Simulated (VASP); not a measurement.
Wanted: the native input for a VASP 6.6.1 run.

| Quantity | Value |
| --- | --- |
| Task | single point |
| Functional | LDA |
| Potentials or basis | VASP PAW LDA potentials, release 64 (W_sv, S) |
| Cutoff | 520 eV |
| k mesh | 10 × 10 × 1 |
| Occupations | fermi-dirac, width 0.05 eV |
| Spin | no spin polarisation |
| Dipole correction | no |
| Further INCAR settings | ALGO = Normal; EDIFF = 1e-06; NBANDS = 64 |

The structure of WS2 lies in POSCAR:

```
WS2
1.0
    3.1831225544      0.0000000000      0.0000000000
   -1.5915612772      2.7566649955      0.0000000000
    0.0000000000      0.0000000000     35.1805582101
W S
4 8
Direct
    0.3333333333      0.6666666667      0.5923166100
    0.3333333333      0.6666666667      0.2234000000
    0.6666666667      0.3333333333      0.7766000000
    0.6666666667      0.3333333333      0.4076833900
    0.3333333333      0.6666666667      0.8211496400
    0.3333333333      0.6666666667      0.4520236900
    0.6666666667      0.3333333333      0.6366210700
    0.6666666667      0.3333333333      0.2677418400
    0.3333333333      0.6666666667      0.7322581600
    0.3333333333      0.6666666667      0.3633789300
    0.6666666667      0.3333333333      0.5479763100
    0.6666666667      0.3333333333      0.1788503600
```

One way to write it, as run:

INCAR

```
SYSTEM = WS2
ALGO     = Normal         ! electronic algorithm
EDIFF    = 1E-6           ! SCF threshold, eV
ENCUT    = 520            ! plane-wave cutoff, eV
GGA      = CA             ! functional
ISIF     = 2              ! what is computed and relaxed
ISMEAR   = -1             ! smearing method
LASPH    = .True.         ! aspherical terms in the spheres
LCHARG   = .False.        ! write CHGCAR
LREAL    = .False.        ! projectors in reciprocal space
LWAVE    = .False.        ! write WAVECAR
NBANDS   = 64             ! bands
NELM     = 100            ! most SCF steps
PREC     = Accurate       ! precision mode
SIGMA    = 0.05           ! smearing width, eV
```

KPOINTS

```
k-points
0
Gamma
  10 10 1
  0 0 0
```

Potentials or basis: VASP PAW LDA potentials, release 64 (W_sv, S).

Command:

```console
$ cat potpaw_LDA.64/W_sv/POTCAR potpaw_LDA.64/S/POTCAR > POTCAR
$ mpirun -np 1 vasp_std > vasp.out
```

It gave:

```yaml
Largest_force: 0.494 eV/Å
Band_gap_on_the_k_mesh: 1.36 eV, indirect (least direct gap 2.09 eV)
```

Caveat: spin-orbit coupling is left out, which moves the levels of the heavy elements.

It took 16 min on 1 thread of Oxide Virtual Turin-like Processor, with other jobs on the host, peak memory 0.39 GiB.
